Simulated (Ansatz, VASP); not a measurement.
**One calculation of SnW, two programs**

```
Sn W
1.0
     3.33079    0.00000    0.00000
     0.00000    3.33079    0.00000
     0.00000    0.00000    3.33079
Sn W
1 1
Direct
  0.50000 0.50000 0.50000
  0.00000 0.00000 0.00000
```

Change from the starting cell: species swapped into the CaTl type (Pm-3m, No. 221).

Alike in both runs: functional PBE; k mesh 16 × 16 × 16; occupations gaussian, width 0.1 eV; no spin polarisation.

Ansatz relaxed the structure, and its values are those at the end. VASP's run is a single point on that final structure, the one shown.

|  | VASP | Ansatz |
| --- | --- | --- |
| version | VASP 6.6.1 | Ansatz 0.2.0 |
| potentials or method | VASP PAW PBE potentials, release 64 (Sn_d, W_sv), cutoff 520 eV | scalar-relativistic, plane waves, PAW |
| valence electrons in the cell | 28 | 28 |

VASP gave:

| Item | Value |
| --- | --- |
| gap on the k mesh at the Fermi level (eV) | none |
| pressure (GPa) | 0.1 |

Which values does Ansatz return?

gap on the k mesh at the Fermi level (eV): none; pressure (GPa): 0.0.

A gap of «none» marks a metal or a gap that the smearing closes. With one functional, cell and mesh, what is left measures potentials, basis and numerics.

Spin-orbit coupling is off throughout.
